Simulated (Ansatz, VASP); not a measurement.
# One calculation of Co, two programs

```
CELL_PARAMETERS angstrom
2.31494 0.00000 0.00000
0.00000 2.31494 0.00000
0.00000 0.00000 2.31494
ATOMIC_POSITIONS crystal
Co 0.00000 0.00000 0.00000
```

Alike in both runs: task single point; functional PBE; k mesh 15 × 15 × 15; occupations fermi-dirac, width 0.1 eV; no spin polarisation.

```csv
,VASP,Ansatz
version,VASP 6.6.1,Ansatz 0.2.0
potentials or method,"VASP PAW PBE potentials, release 64 (Co), cutoff 520 eV","plane waves (420 eV) with PAW, scalar-relativistic"
valence electrons in the cell,9,17
```

```csv
,VASP,Ansatz,Ansatz less VASP
pressure (GPa),-7.0,-6.4,+0.58
```

With one functional, cell and mesh, what is left measures potentials, basis and numerics. VASP's potentials hold 9 valence electrons a cell and Ansatz's 17, so a difference there can come from the potentials and not from the codes.
